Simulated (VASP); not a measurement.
Crystal: SnSe.

```
Sn Se
1.0
     5.06446    0.00000    0.00000
    -2.53223    4.38595    0.00000
     0.00000    0.00000    6.07339
Sn Se
2 2
Direct
  0.33333 0.66667 0.25000
  0.66667 0.33333 0.75000
  0.66667 0.33333 0.25000
  0.33333 0.66667 0.75000
```

Base run:

```yaml
Program: VASP 6.6.1
Functional: r2SCAN
Potentials_or_basis: VASP PAW PBE potentials, release 64 (Sn_d, Se)
Cutoff: 550 eV
k_mesh: 6 × 6 × 4
Occupations: gaussian, width 0.01 eV
Spin: no spin polarisation
```

Its results: band gap on the k mesh 0.58 eV, direct; pressure 0.0 GPa.

The run is repeated on the same cell with these changes: functional from r2SCAN to PBE; cutoff from 550 eV to 500 eV. What comes out?

Band gap on the k mesh 0.41 eV, direct; pressure 0.9 GPa.

r2SCAN gives the wider gap, since meta-GGAs in the generalised Kohn-Sham scheme recover part of the derivative discontinuity.

Caveats: spin-orbit coupling is left out, which moves the levels of the heavy elements; the PAW data sets were made with another functional, which shifts forces and pressure a little (some runs).

A k mesh can miss the band edges.
